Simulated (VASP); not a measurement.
# Zr (P6_3/mmc) in VASP: further runs, part 2 of 2

VASP 6.6.1.

## 4. Single point, LDA (equal xx and yy strain of +1 %)

The input, INCAR:

```
SYSTEM = Zr
PREC = Accurate
ENCUT = 520
EDIFF = 1E-6
ISMEAR = -1
SIGMA = 0.03
LREAL = .FALSE.
LASPH = .TRUE.
NELM = 60
ALGO = Normal
ISIF = 2
LWAVE = .FALSE.
LCHARG = .FALSE.
NBANDS = 19
```

The input, KPOINTS:

```
Automatic mesh
0
G
  13 13 7
  0 0 0
```

The input, POSCAR:

```
Zr
1.0
    3.2643182047      0.0000000000      0.0000000000
   -1.6321591023      2.8269824913      0.0000000000
    0.0000000000      0.0000000000      5.1470000000
Zr
2
Direct
    0.3333333333      0.6666666667      0.2500000000
    0.6666666667      0.3333333333      0.7500000000
```

Potentials or basis: VASP PAW LDA potentials, release 64 (Zr_sv).

Command:

```
cat potpaw_LDA.64/Zr_sv/POTCAR > POTCAR
mpirun -np 1 vasp_std > vasp.out
```

OUTCAR:

```text
SYSTEM = Zr
   PREC = Accurate
   ENCUT = 520
   EDIFF = 1E-6
   ISMEAR = -1
   LREAL = .FALSE.
   LASPH = .TRUE.
   NELM = 60
   ISIF = 2

 ion  position               nearest neighbor table
   1  0.333  0.667  0.250-   2 3.19   2 3.19   2 3.19   2 3.19   2 3.19   2 3.19
   2  0.667  0.333  0.750-   1 3.19   1 3.19   1 3.19   1 3.19   1 3.19   1 3.19

  LATTYP: Found a hexagonal cell.
 ALAT       =     3.2643182047
 C/A-ratio  =     1.5767457941

  Lattice vectors:

 A1 = (   3.2643182047,   0.0000000000,   0.0000000000)
 A2 = (  -1.6321591023,   2.8269824913,   0.0000000000)
 A3 = (   0.0000000000,   0.0000000000,   5.1470000000)

Analysis of symmetry for initial positions (statically):
=====================================================================
 Subroutine PRICEL returns:
 Original cell was already a primitive cell.

 Routine SETGRP: Setting up the symmetry group for a
 hexagonal supercell.

 Subroutine GETGRP returns: Found 24 space group operations
 (whereof 12 operations were pure point group operations)
 out of a pool of 24 trial point group operations.

The static configuration has the point symmetry D_3d.
 The point group associated with its full space group is D_6h.

Analysis of symmetry for dynamics (positions and initial velocities):
=====================================================================
 Subroutine PRICEL returns:
 Original cell was already a primitive cell.

 Routine SETGRP: Setting up the symmetry group for a
 hexagonal supercell.

 Subroutine GETGRP returns: Found 24 space group operations
 (whereof 12 operations were pure point group operations)
 out of a pool of 24 trial point group operations.

The dynamic configuration has the point symmetry D_3d.
 The point group associated with its full space group is D_6h.

 Subroutine INISYM returns: Found 24 space group operations
 (whereof 12 operations are pure point group operations),
 and found     1 'primitive' translations

----------------------------------------------------------------------------------------
[... 105 lines left out ...]
   NUPDOWN=      -1.0000    fix difference up-down
   EMIN   =  10.00;   EMAX   =-10.00  energy-range for DOS
   EFERMI =   0.00;   METHOD = LEGACY
   ISMEAR =    -1;   SIGMA  =   0.03  broadening in eV -4-tet -1-fermi 0-gaus
   EFERMI_NEDOS =   21; number of points for ismear=-14 and -15
   IALGO  =     38    algorithm
   IMIX   =      4    mixing-type and parameters
     AMIX     =   0.40;   BMIX     =  1.00
     AMIX_MAG =   1.60;   BMIX_MAG =  1.00
  volume/ion in A,a.u.               =      23.75       160.26
  Fermi-wavevector in a.u.,A,eV,Ry     =   1.303933  2.464076 23.133191  1.700242
  Thomas-Fermi vector in A             =   2.434902
   LORBIT       =      0    0 simple, 1 ext, 2 COOP (PROOUT), +10 PAW based schemes
   GGA     = CA    functional components
   LHFCALC =     F    Hartree Fock is set to
   AEXX    =    0.0000 exact exchange contribution
   IVDW    =     0    specifies the selected vdW correction
   LEPSILON=     F    determine dielectric tensor
   LRPA    =     F    only Hartree local field effects (RPA)
 non-spin polarized calculation
  energy-cutoff  :      520.00
  volume of cell :       47.50
 maximum number of plane-waves:      1296
   NGX = 13   NGY = 13   NGZ = 19

 number of electron      24.0000000 magnetization

 Free energy of the ion-electron system (eV)
  ---------------------------------------------------
  ext. energy  EPLUGINS =         0.00000000
  ---------------------------------------------------
  free energy    TOTEN  =       -18.48578006 eV

  energy without entropy =      -18.47789411  energy(sigma->0) =      -18.48183708

 E-fermi :   8.5984     XC(G=0): -11.2048

 val. band max:        8.5877170877   @ k =   0.3077   0.3077   0.2857
 cond. band min:       8.5987364217   @ k =   0.0769   0.0769   0.1429
 fundamental gap:      0.0110193340
 Fermi energy:         8.5984214778

 k-point     1 :       0.0000    0.0000    0.0000
  band No.  band energies     occupation
      1     -40.0295      2.00000
      2     -39.8778      2.00000
      3     -18.6838      2.00000
      4     -17.8506      2.00000
      5     -17.8506      2.00000
      6     -17.7073      2.00000
[... 505 lines left out ...]
      6     -17.8881      2.00000
[... 11 lines left out ...]
     18      10.8030      0.00000
     19      13.1896      0.00000

 [... further k-points ...]
[... 5 lines left out ...]
  --------------------------------------------------------------------------------------
  -------------------------------------------------------------------------------------
  Total       -2.3904429     -2.3904429     -1.9734245     -0.0000000      0.0000000      0.0000000
  in kB      -80.6341830    -80.6341830    -66.5673585     -0.0000000      0.0000000      0.0000000
  external PRESSURE =     -75.9452415 kB  Pullay stress =       0.0000000 kB

 VOLUME and BASIS-vectors are now :
 -----------------------------------------------------------------------------
  energy-cutoff  :      520.00
  volume of cell :       47.50
      direct lattice vectors                 reciprocal lattice vectors
     3.264318205  0.000000000  0.000000000     0.306342684  0.176867031  0.000000000
    -1.632159102  2.826982491  0.000000000     0.000000000  0.353734062  0.000000000
     0.000000000  0.000000000  5.147000000     0.000000000  0.000000000  0.194287935

 POSITION                                       TOTAL-FORCE (eV/Angst)
 -----------------------------------------------------------------------------------
     -0.00000      1.88465      1.28675         0.000000     -0.000000      0.000000
      1.63216      0.94233      3.86025         0.000000      0.000000      0.000000
 -----------------------------------------------------------------------------------
    total drift:                               -0.000000      0.000000     -0.000000

  FREE ENERGIE OF THE ION-ELECTRON SYSTEM (eV)
  ---------------------------------------------------
  free  energy   TOTEN  =       -18.4857800588 eV

  energy  without entropy=      -18.4778941097  energy(sigma->0) =      -18.48183708
```

Wall time 70 s (1 thread of Intel Xeon 8259CL, shared host); peak memory 0.18 GiB.

Results:

| Property | Result |
| --- | --- |
| Free energy | -18.4858 eV |
| Pressure | -7.6 GPa |
| Band gap on the k mesh | zero (band 12 reaches 9.48 eV, above the bottom of band 13 at 8.35 eV) |

Stress tensor (GPa, compression positive):
```
-8.06  0.00  0.00
 0.00 -8.06  0.00
 0.00  0.00 -6.66
```

Caveat: the cell differs from its parent crystal (equal xx and yy strain of +1 %).

## 5. Single point, LDA (equal xx and yy strain of +2 %)

The input, INCAR:

```
ALGO = Normal
EDIFF = 1E-6
ENCUT = 520
ISIF = 2
ISMEAR = -1
LASPH = True
LCHARG = False
LREAL = False
LWAVE = False
NBANDS = 19
NELM = 60
PREC = Accurate
SIGMA = 0.03
```

The input, KPOINTS:

```
k-points
0
Gamma
  13 13 7
```

The input, POSCAR:

```
Zr
1.0
    3.2966381870      0.0000000000      0.0000000000
   -1.6483190934      2.8549724169      0.0000000000
    0.0000000000      0.0000000000      5.1470000000
Zr
2
Direct
    0.3333333333      0.6666666667      0.2500000000
    0.6666666667      0.3333333333      0.7500000000
```

Command:

```
cat potpaw_LDA.64/Zr_sv/POTCAR > POTCAR
mpirun -np 1 vasp_std > vasp.out
```

Run time: 1.9 min. Hardware: 1 thread of Intel Xeon 8259CL, shared host; peak memory 0.19 GiB.

The run converged. Its results:

- Free energy: -18.4337 eV
- Pressure: -9.0 GPa
- Band gap on the k mesh: zero (band 12 reaches 9.27 eV, above the bottom of band 13 at 8.13 eV)

Stress tensor (GPa, compression positive):
```
-9.68  0.00  0.00
 0.00 -9.68  0.00
 0.00  0.00 -7.74
```

Levels at points of the mesh, in eV from the Fermi level:
```tsv
k point	band 10	band 11	band 12	band 13	band 14	band 15
(0.00, 0.00, 0.00)	-2.95	0.76	0.76	1.09	1.24	1.45
```

Caveat: the cell differs from its parent crystal (equal xx and yy strain of +2 %).

## 6. Overview

| cell | gap on the mesh (eV) | pressure (GPa) |
| --- | --- | --- |
| a = 3.232, b = 3.232, c = 5.198 Å, angles 90.0, 90.0, 120.0°, 2 atoms | none | -6.9 |
| a = 3.232, b = 3.232, c = 5.250 Å, angles 90.0, 90.0, 120.0°, 2 atoms | none | -7.7 |
| a = 3.264, b = 3.264, c = 5.147 Å, angles 90.0, 90.0, 120.0°, 2 atoms | none | -7.6 |
| a = 3.297, b = 3.297, c = 5.147 Å, angles 90.0, 90.0, 120.0°, 2 atoms | none | -9.0 |

Alike in all rows: task single point; level LDA; potentials or basis VASP PAW LDA potentials, release 64 (Zr_sv); no spin polarisation; k mesh 13 × 13 × 7; cutoff (eV) 520; smearing fermi-dirac 0.03 eV.

Total energies depend on the potentials used, so only differences within one code and one set of settings carry meaning.
